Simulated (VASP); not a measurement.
Here is a VASP 6.6.1 calculation.

File INCAR:

```
SYSTEM = Ru
  PREC = Accurate
  ENCUT = 500
  EDIFF = 1E-8
  ISMEAR = -1
  SIGMA = 0.15
  LREAL = .False.
  LASPH = .True.
  NELM = 120
  ALGO = Normal
  ISIF = 2
  LWAVE = .False.
  LCHARG = .False.
  GGA = PS
  NBANDS = 21
  IBRION = 8
  NSW = 1
  GGA_COMPAT = .False.
  KPAR = 8
```

File KPOINTS:

```
regular mesh
0
Gamma
  18 18 10
  0 0 0
```

Contents of POSCAR:

```
Ru
1.0
    2.6728495159      0.0000000000      0.0000000000
   -1.3364247580      2.3147555813      0.0000000000
    0.0000000000      0.0000000000      4.2256655105
Ru
2
Direct
    0.3333333333      0.6666666667      0.2500000000
    0.6666666667      0.3333333333      0.7500000000
```

Potentials or basis: VASP PAW PBE potentials, release 64 (Ru_pv).

Launch:

```sh
$ cat potpaw_PBE.64/Ru_pv/POTCAR > POTCAR
$ mpirun -np 8 vasp_std > vasp.out
```

(1) What does it give for the highest phonon frequency at Γ?

Answers

(1) 278 cm⁻¹.

Caveat: the cell stands under pressure or tension, which shifts response properties.
